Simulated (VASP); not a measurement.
# OH2 in VASP: single point with PBE+D3(BJ)

Aim: the single point of OH2 with PBE+D3(BJ).

Everything below comes from runs of VASP 6.6.1. Logs are shortened: lines on timing, memory, paths and dates and some standing lists are left out, and cuts for length are marked.

## (1) The cell of the first run

The cell holds a molecule in a box, 3 atoms: a = 9.065 Å, b = 9.371 Å, c = 23.892 Å, α = 90.00°, β = 90.00°, γ = 118.92°.

## (2) Single point, PBE+D3(BJ)

Contents of INCAR:

```
SYSTEM = H2O
PREC = Accurate ; ENCUT = 520
EDIFF = 1E-7 ; ISMEAR = 0
SIGMA = 0.1 ; LREAL = .FALSE.
LASPH = .TRUE. ; NELM = 60
ALGO = Normal ; ISIF = 2
LWAVE = .FALSE. ; LCHARG = .TRUE.
LDIPOL = .TRUE. ; IDIPOL = 3
DIPOL = 0.5 0.5 0.663 ; GGA = PE
IVDW = 12 ; LELF = .TRUE.
LVHAR = .TRUE. ; LVACPOTAV = .TRUE.
NBANDS = 11
```

Contents of KPOINTS:

```
Automatic mesh
0
G
  3 3 1
  0 0 0
```

Contents of POSCAR:

```
H2O
1.0
    9.0651812798      0.0000000000      0.0000000000
   -4.5325906399      8.2023281398      0.0000000000
    0.0000000000      0.0000000000     23.8924415716
O H
1 2
Direct
    1.2017224714      0.8241222846      0.6683728480
    1.1319978795      0.7092865502      0.6586254099
    1.1274028677      0.8706672685      0.6618549998
```

Potentials or basis: VASP PAW PBE potentials, release 64 (O, H).

Launch:

```console
$ cat potpaw_PBE.64/O/POTCAR potpaw_PBE.64/H/POTCAR > POTCAR
$ mpirun -np 1 vasp_std > vasp.out
```

OUTCAR:

```text
SYSTEM = H2O
   PREC = Accurate
   ENCUT = 520
   EDIFF = 1E-7
   ISMEAR = 0
   LREAL = .FALSE.
   LASPH = .TRUE.
   NELM = 60
   ISIF = 2
   GGA = PE
   IVDW = 12
 IVDW          = 12

 ion  position               nearest neighbor table
   1  0.202  0.824  0.668-   3 0.98   2 0.98
   2  0.132  0.709  0.659-   1 0.98
   3  0.127  0.871  0.662-   1 0.98

  LATTYP: Found a base centered orthorhombic cell.
 ALAT       =     9.0651812798
 B/A-ratio  =     1.8096335609
 C/A-ratio  =     2.6356275549

  Lattice vectors:

 A1 = (   4.5325906399,  -8.2023281398,   0.0000000000)
 A2 = (   4.5325906399,   8.2023281398,   0.0000000000)
 A3 = (   0.0000000000,   0.0000000000,  23.8924415716)

Analysis of symmetry for initial positions (statically):
=====================================================================
 Subroutine PRICEL returns:
 Original cell was already a primitive cell.

 Routine SETGRP: Setting up the symmetry group for a
 base centered orthorhombic supercell.

 Subroutine GETGRP returns: Found  1 space group operations
 (whereof  1 operations were pure point group operations)
 out of a pool of  8 trial point group operations.

The static configuration has the point symmetry C_1 .

Analysis of symmetry for dynamics (positions and initial velocities):
=====================================================================
 Subroutine PRICEL returns:
 Original cell was already a primitive cell.

 Routine SETGRP: Setting up the symmetry group for a
 base centered orthorhombic supercell.

 Subroutine GETGRP returns: Found  1 space group operations
 (whereof  1 operations were pure point group operations)
 out of a pool of  8 trial point group operations.

The dynamic configuration has the point symmetry C_1 .

 Subroutine INISYM returns: Found  1 space group operations
 (whereof  1 operations are pure point group operations),
 and found     1 'primitive' translations

----------------------------------------------------------------------------------------

                                     Primitive cell

  volume of cell :    1776.5366

  direct lattice vectors                    reciprocal lattice vectors
     9.065181280  0.000000000  0.000000000     0.110312190  0.060958303  0.000000000
    -4.532590640  8.202328140  0.000000000     0.000000000  0.121916605  0.000000000
     0.000000000  0.000000000 23.892441572     0.000000000  0.000000000  0.041854241

  length of vectors
     9.065181280  9.371369421 23.892441572     0.126034495  0.121916605  0.041854241

  position of ions in fractional coordinates (direct lattice)
[... 78 lines left out ...]
   IALGO  =     38    algorithm
   IMIX   =      4    mixing-type and parameters
     AMIX     =   0.40;   BMIX     =  1.00
     AMIX_MAG =   1.60;   BMIX_MAG =  1.00
  volume/ion in A,a.u.               =     592.18      3996.22
  Fermi-wavevector in a.u.,A,eV,Ry     =   0.270342  0.510872  0.994379  0.073085
  Thomas-Fermi vector in A             =   1.108691
   LORBIT       =      0    0 simple, 1 ext, 2 COOP (PROOUT), +10 PAW based schemes
   GGA     = PE    functional components
   LHFCALC =     F    Hartree Fock is set to
   AEXX    =    0.0000 exact exchange contribution
   IVDW    =    12    specifies the selected vdW correction
   LEPSILON=     F    determine dielectric tensor
   LRPA    =     F    only Hartree local field effects (RPA)
 non-spin polarized calculation
 Gauss-broadening in eV      SIGMA  =   0.10
  energy-cutoff  :      520.00
  volume of cell :     1776.54
 maximum number of plane-waves:     47935
 NGX is ok and might be reduce to    70
   NGX = 33   NGY = 35   NGZ = 89

 number of electron       8.0000001 magnetization

 dipolmoment           0.000000      0.000000      0.120321 electrons x Angstroem

 Free energy of the ion-electron system (eV)
  ---------------------------------------------------
  ext. energy  EPLUGINS =         0.00000000
  ---------------------------------------------------
  free energy    TOTEN  =       -14.23475929 eV

  energy without entropy =      -14.23475929  energy(sigma->0) =      -14.23475929

 E-fermi :  -6.6823     XC(G=0):  -0.3175

 val. band max:       -7.1824823966   @ k =   0.3333   0.3333   0.0000
 cond. band min:      -1.0945169456   @ k =   0.0000   0.0000   0.0000
 fundamental gap:      6.0879654510
 Fermi energy:        -6.6822899001

 k-point     1 :       0.0000    0.0000    0.0000
  band No.  band energies     occupation
      1     -25.2311      2.00000
      2     -12.9782      2.00000
      3      -9.2813      2.00000
      4      -7.1825      2.00000
      5      -1.0945      0.00000
      6       0.0538      0.00000
      7       0.2429      0.00000
      8       0.7135      0.00000
      9       0.8893      0.00000
     10       0.9329      0.00000
     11       1.3388      0.00000
[... 43 lines left out ...]
 k-point     5 :       0.3333    0.3333    0.0000
  band No.  band energies     occupation
      1     -25.2310      2.00000
      2     -12.9782      2.00000
      3      -9.2814      2.00000
      4      -7.1825      2.00000
      5      -0.8899      0.00000
      6       0.2617      0.00000
      7       0.5261      0.00000
      8       0.7686      0.00000
      9       0.8623      0.00000
     10       0.9148      0.00000
     11       0.9418      0.00000

------------------------ aborting loop because EDIFF is reached ----------------------------------------

 vacuum level on the upper side and lower side of the slab       (xc-potential included)         0.051        -0.135

 Edisp (eV)   -0.00993

 E8    (eV) :    -0.0023

  FORCE on cell =-STRESS in cart. coord.  units (eV):
  Direction    XX          YY          ZZ          XY          YZ          ZX
  --------------------------------------------------------------------------------------
  -------------------------------------------------------------------------------------
  Total      -0.23353    -0.25435    -0.08311    -0.00128    -0.03980    -0.04226
  in kB      -0.21061    -0.22938    -0.07496    -0.00115    -0.03589    -0.03811
  external pressure =       -0.17 kB  Pullay stress =        0.00 kB

 VOLUME and BASIS-vectors are now :
 -----------------------------------------------------------------------------
  energy-cutoff  :      520.00
  volume of cell :     1776.54
      direct lattice vectors                 reciprocal lattice vectors
     9.065181280  0.000000000  0.000000000     0.110312190  0.060958303  0.000000000
    -4.532590640  8.202328140  0.000000000     0.000000000  0.121916605  0.000000000
     0.000000000  0.000000000 23.892441572     0.000000000  0.000000000  0.041854241

 POSITION                                       TOTAL-FORCE (eV/Angst)
 -----------------------------------------------------------------------------------
     -1.90676      6.75972     15.96906        -0.239933     -0.162320     -0.123029
     -2.01832      5.81780     15.73617         0.064993      0.192667      0.070480
     -2.79145      7.14150     15.81333         0.174939     -0.030348      0.052549
 -----------------------------------------------------------------------------------
    total drift:                               -0.000022     -0.000086     -0.000617

  FREE ENERGIE OF THE ION-ELECTRON SYSTEM (eV)
  ---------------------------------------------------
  free  energy   TOTEN  =       -14.2446942381 eV

  energy  without entropy=      -14.2446942381  energy(sigma->0) =      -14.24469424

 vacuum level on the upper side and lower side of the slab         0.214        -0.079
```

It took 8.2 min on 1 thread of Oxide Virtual Turin-like, shared host; peak memory 1.4 GiB.

Results:

| Item | Value |
| --- | --- |
| Free energy | -14.2447 eV |
| Largest force | 0.315 eV/Å |
| Gap between the frontier levels | 6.09 eV, direct |
| Dispersion energy per atom | -0.003 eV |
| Ionisation potential of the upper face | 7.40 eV |

Forces in eV/Å, atoms in the order of the input:
```
O   -0.240 -0.162 -0.123
H    0.065  0.193  0.070
H    0.175 -0.030  0.053
```

Levels at points of the mesh, in eV from the valence-band top:
```
           k point  band 2  band 3  band 4  band 5  band 6  band 7
(0.00, 0.00, 0.00)   -5.80   -2.10    0.00    6.09    7.24    7.43
```
